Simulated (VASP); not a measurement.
Write the native input for VASP 6.6.1 that does the following.

| Item | Value |
| --- | --- |
| Task | relaxation of cell and atoms |
| Functional | r2SCAN |
| Potentials or basis | VASP PAW PBE potentials, release 64 (Rb_sv, Br) |
| Cutoff | 600 eV |
| k mesh | 10 × 10 × 10 |
| Occupations | fermi-dirac, width 0.05 eV |
| Spin | no spin polarisation |
| Dipole correction | no |
| Further INCAR settings | ALGO = Normal; EDIFF = 1e-07; IBRION = 2; EDIFFG = -0.002; NSW = 100; ISIF = 3 |

The system is RbBr.

```
Rb Br
1.0
     4.12608    0.00000    0.00000
     0.00000    4.12608    0.00000
     0.00000    0.00000    4.12608
Rb Br
1 1
Cartesian
  0.0000 0.0000 0.0000
  2.0630 2.0630 2.0630
```

One way to write it, as run:

POSCAR

```
RbBr
1.0
    4.1260773000      0.0000000000      0.0000000000
    0.0000000000      4.1260773000      0.0000000000
    0.0000000000      0.0000000000      4.1260773000
Rb Br
1 1
Direct
    0.0000000000      0.0000000000      0.0000000000
    0.5000000000      0.5000000000      0.5000000000
```

INCAR.step1

```
SYSTEM = RbBr
  PREC = Accurate
  ENCUT = 600
  ISMEAR = -1
  SIGMA = 0.05
  LREAL = .FALSE.
  LASPH = .TRUE.
  NELM = 60
  GGA = PE
  ALGO = Normal
  EDIFF = 1E-4
  LWAVE = .TRUE.
  LCHARG = .FALSE.
```

INCAR.step2

```
SYSTEM = RbBr
  PREC = Accurate
  ENCUT = 600
  EDIFF = 1E-7
  ISMEAR = -1
  SIGMA = 0.05
  LREAL = .FALSE.
  LASPH = .TRUE.
  NELM = 60
  ALGO = Normal
  ISIF = 3
  LWAVE = .FALSE.
  LCHARG = .FALSE.
  METAGGA = R2SCAN
  LMIXTAU = .TRUE.
  IBRION = 2
  NSW = 100
  EDIFFG = -0.002
  ISTART = 1
```

KPOINTS

```
Automatic mesh
0
G
  10 10 10
  0 0 0
```

Potentials or basis: VASP PAW PBE potentials, release 64 (Rb_sv, Br).

Command:

```sh
$ cat potpaw_PBE.64/Rb_sv/POTCAR potpaw_PBE.64/Br/POTCAR > POTCAR
$ cp INCAR.step1 INCAR
$ mpirun -np 1 vasp_std > vasp.out
$ cp INCAR.step2 INCAR
$ mpirun -np 1 vasp_std > vasp.out
```

It gave:

```
Relaxed volume                        : 35.20 Å³/atom
Relaxed cell                          : a = 4.129 Å, b = 4.129 Å, c = 4.129 Å, α = 90.00°, β = 90.00°, γ = 90.00°
Space group after relaxing (to 0.1 Å) : Pm-3m (No. 221)
Energy gained by relaxing             : 0.0 meV/atom
Ionic steps                           : 3
Pressure after relaxing               : 0.0 GPa
Band gap on the k mesh                : 4.82 eV (least direct gap 4.98 eV)
```

Caveat: the PAW data sets were made with another functional, which shifts forces and pressure a little.

It took 4.1 min on 1 thread of AMD EPYC 9R45 (Zen 5), on a shared host, peak memory 0.23 GiB.
